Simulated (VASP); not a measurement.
# C (P6_3/mmc) in VASP: further runs, part 2 of 2

VASP 6.6.1. Earlier steps stand in the parts before.

**5. Single point, PBEsol+D3(BJ) (volume 9.020 Å^3 an atom, c/a of the conventional cell 2.6770)**

INCAR reads:

```
ALGO = Normal ; EDIFF = 1E-6
ENCUT = 520 ; GGA = PS
ISIF = 2 ; ISMEAR = 0
IVDW = 12 ; LASPH = T
LCHARG = F ; LREAL = F
LWAVE = F ; NBANDS = 16
NELM = 60 ; PREC = Accurate
SIGMA = 0.15
```

KPOINTS reads:

```
k-points
0
Gamma
  21 21 8
```

POSCAR reads:

```
C
1.0
    2.4966817760      0.0000000000      0.0000000000
   -1.2483408880      2.1621898432      0.0000000000
    0.0000000000      0.0000000000      6.6835856007
C
4
Direct
    0.0000000000      0.0000000000      0.0025000000
    0.0000000000      0.0000000000      0.5025000000
    0.3333333333      0.6666666667      0.0025000000
    0.6666666667      0.3333333333      0.5025000000
```

Potentials or basis: VASP PAW PBE potentials, release 64 (C).

Run with:

```console
$ cat potpaw_PBE.64/C/POTCAR > POTCAR
$ mpirun -np 1 vasp_std > vasp.out
```

OUTCAR:

```text
EDIFF = 1E-6
   ENCUT = 520
   GGA = PS
   ISIF = 2
   ISMEAR = 0
   IVDW = 12
   LASPH = T
   LREAL = F
   NELM = 60
   PREC = Accurate
 IVDW          = 12

 ion  position               nearest neighbor table
   1  0.000  0.000  0.002-   3 1.44   3 1.44   3 1.44
   2  0.000  0.000  0.502-   4 1.44   4 1.44   4 1.44
   3  0.333  0.667  0.002-   1 1.44   1 1.44   1 1.44
   4  0.667  0.333  0.502-   2 1.44   2 1.44   2 1.44

  LATTYP: Found a hexagonal cell.
 ALAT       =     2.4966817760
 C/A-ratio  =     2.6769873778

  Lattice vectors:

 A1 = (   2.4966817760,   0.0000000000,   0.0000000000)
 A2 = (  -1.2483408880,   2.1621898432,   0.0000000000)
 A3 = (   0.0000000000,   0.0000000000,   6.6835856007)

Analysis of symmetry for initial positions (statically):
=====================================================================
 Subroutine PRICEL returns:
 Original cell was already a primitive cell.

 Routine SETGRP: Setting up the symmetry group for a
 hexagonal supercell.

 Subroutine GETGRP returns: Found 24 space group operations
 (whereof  6 operations were pure point group operations)
 out of a pool of 24 trial point group operations.

The static configuration has the point symmetry C_3v.
 The point group associated with its full space group is D_6h.

Analysis of symmetry for dynamics (positions and initial velocities):
=====================================================================
 Subroutine PRICEL returns:
 Original cell was already a primitive cell.

 Routine SETGRP: Setting up the symmetry group for a
 hexagonal supercell.

 Subroutine GETGRP returns: Found 24 space group operations
 (whereof  6 operations were pure point group operations)
 out of a pool of 24 trial point group operations.

[... 122 lines left out ...]
   IALGO  =     38    algorithm
   IMIX   =      4    mixing-type and parameters
     AMIX     =   0.40;   BMIX     =  1.00
     AMIX_MAG =   1.60;   BMIX_MAG =  1.00
  volume/ion in A,a.u.               =       9.02        60.87
  Fermi-wavevector in a.u.,A,eV,Ry     =   1.248416  2.359164 21.205257  1.558542
  Thomas-Fermi vector in A             =   2.382504
   LORBIT       =      0    0 simple, 1 ext, 2 COOP (PROOUT), +10 PAW based schemes
   GGA     = PS    functional components
   LHFCALC =     F    Hartree Fock is set to
   AEXX    =    0.0000 exact exchange contribution
   IVDW    =    12    specifies the selected vdW correction
   LEPSILON=     F    determine dielectric tensor
   LRPA    =     F    only Hartree local field effects (RPA)
 non-spin polarized calculation
 Gauss-broadening in eV      SIGMA  =   0.15
  energy-cutoff  :      520.00
  volume of cell :       36.08
 maximum number of plane-waves:       997
 NGX is ok and might be reduce to    20
   NGX =  9   NGY =  9   NGZ = 25

 number of electron      16.0000000 magnetization

 Free energy of the ion-electron system (eV)
  ---------------------------------------------------
  ext. energy  EPLUGINS =         0.00000000
  ---------------------------------------------------
  free energy    TOTEN  =       -38.51282067 eV

  energy without entropy =      -38.51195559  energy(sigma->0) =      -38.51238813

 E-fermi :   4.3960     XC(G=0): -10.4984

 val. band max:        4.3922979899   @ k =   0.3333   0.3333   0.5000
 cond. band min:       4.3963672240   @ k =   0.3333   0.3333   0.2500
 fundamental gap:      0.0040692341
 Fermi energy:         4.3960158807

 k-point     1 :       0.0000    0.0000    0.0000
  band No.  band energies     occupation
      1     -14.9139      2.00000
      2     -14.5887      2.00000
      3      -3.9477      2.00000
      4      -1.8584      2.00000
      5       1.4118      2.00000
      6       1.4118      2.00000
[... 433 lines left out ...]
      3      -2.6894      2.00000
      4      -2.6005      2.00000
      5      -2.1815      2.00000
      6      -1.0164      2.00000
[... 8 lines left out ...]
     15      16.0563      0.00000
     16      16.0922      0.00000

 [... further k-points ...]

------------------------ aborting loop because EDIFF is reached ----------------------------------------

 Edisp (eV)   -0.43908

 E8    (eV) :    -0.2135

  FORCE on cell =-STRESS in cart. coord.  units (eV):
  Direction    XX          YY          ZZ          XY          YZ          ZX
  --------------------------------------------------------------------------------------
  -------------------------------------------------------------------------------------
  Total      -4.07325    -4.07325    -0.11920    -0.00000    -0.00000     0.00000
  in kB    -180.87771  -180.87771    -5.29315    -0.00000    -0.00000     0.00000
  external pressure =     -122.35 kB  Pullay stress =        0.00 kB

 VOLUME and BASIS-vectors are now :
 -----------------------------------------------------------------------------
  energy-cutoff  :      520.00
  volume of cell :       36.08
      direct lattice vectors                 reciprocal lattice vectors
     2.496681776  0.000000000  0.000000000     0.400531621  0.231247039  0.000000000
    -1.248340888  2.162189843  0.000000000     0.000000000  0.462494079  0.000000000
     0.000000000  0.000000000  6.683585601     0.000000000  0.000000000  0.149620288

 POSITION                                       TOTAL-FORCE (eV/Angst)
 -----------------------------------------------------------------------------------
      0.00000      0.00000      0.01671        -0.000000     -0.000000      0.000000
      0.00000      0.00000      3.35850         0.000000      0.000000     -0.000000
     -0.00000      1.44146      0.01671        -0.000000      0.000000     -0.000000
      1.24834      0.72073      3.35850         0.000000     -0.000000      0.000000
 -----------------------------------------------------------------------------------
    total drift:                                0.000000      0.000000     -0.000016

  FREE ENERGIE OF THE ION-ELECTRON SYSTEM (eV)
  ---------------------------------------------------
  free  energy   TOTEN  =       -38.9519012336 eV

  energy  without entropy=      -38.9510361606  energy(sigma->0) =      -38.95146870
```

stdout:

```text
POSCAR found type information on POSCAR C
 POSCAR found :  1 types and       4 ions
 scaLAPACK will be used
 -----------------------------------------------------------------------------
|                                                                             |
|                                                                             |
|     You enforced a specific xc type in the INCAR file but a different       |
|     I HOPE YOU KNOW WHAT YOU ARE DOING!                                     |
|                                                                             |
 -----------------------------------------------------------------------------

 LDA part: xc-table for (Slater+PW92), standard interpolation
 POSCAR, INCAR and KPOINTS ok, starting setup
 FFT: planning ... GRIDC
 FFT: planning ... GRID_SOFT
 FFT: planning ... GRID
 WAVECAR not read
 entering main loop
```

Wall time 48 s (1 thread of Intel Xeon 6975P-C (Granite Rapids), shared host); peak memory 0.23 GiB.

What came out:

- Free energy: -38.9519 eV
- Pressure: -12.2 GPa
- Band gap on the k mesh: zero (band 8 reaches 4.41 eV, above the bottom of band 9 at 4.38 eV)
- Dispersion energy per atom: -0.110 eV

Stress tensor (GPa, compression positive):
```
-18.09   0.00   0.00
  0.00 -18.09   0.00
  0.00   0.00  -0.53
```

Levels at points of the mesh, in eV from the Fermi level:
```csv
k point,band 5,band 6,band 7,band 8,band 9,band 10,band 11,band 12
"(0.00, 0.00, 0.00)",-2.98,-2.98,-2.96,-2.96,4.24,8.06,8.06,8.12
"(0.00, 0.00, 0.50)",-2.97,-2.97,-2.97,-2.97,6.94,6.94,8.09,8.09
```

Caveat: the PAW data sets were made with another functional, which shifts forces and pressure a little.

**6. Overview**

| cell | gap on the mesh (eV) | pressure (GPa) |
| --- | --- | --- |
| a = 2.599, b = 2.599, c = 6.167 Å, angles 90.0, 90.0, 120.0°, 4 atoms | none | -39.4 |
| a = 2.517, b = 2.517, c = 6.577 Å, angles 90.0, 90.0, 120.0°, 4 atoms | none | -18.3 |
| a = 2.457, b = 2.457, c = 6.902 Å, angles 90.0, 90.0, 120.0°, 4 atoms | none | 0.8 |
| a = 2.497, b = 2.497, c = 6.684 Å, angles 90.0, 90.0, 120.0°, 4 atoms | none | -12.2 |

Alike in all rows: task single point; level PBEsol+D3(BJ); potentials or basis VASP PAW PBE potentials, release 64 (C); no spin polarisation; k mesh 21 × 21 × 8; cutoff (eV) 520; smearing gaussian 0.15 eV.

Caveats: the PAW data sets were made with another functional, which shifts forces and pressure a little.

Total energies depend on the potentials used, so only differences within one code and one set of settings carry meaning.
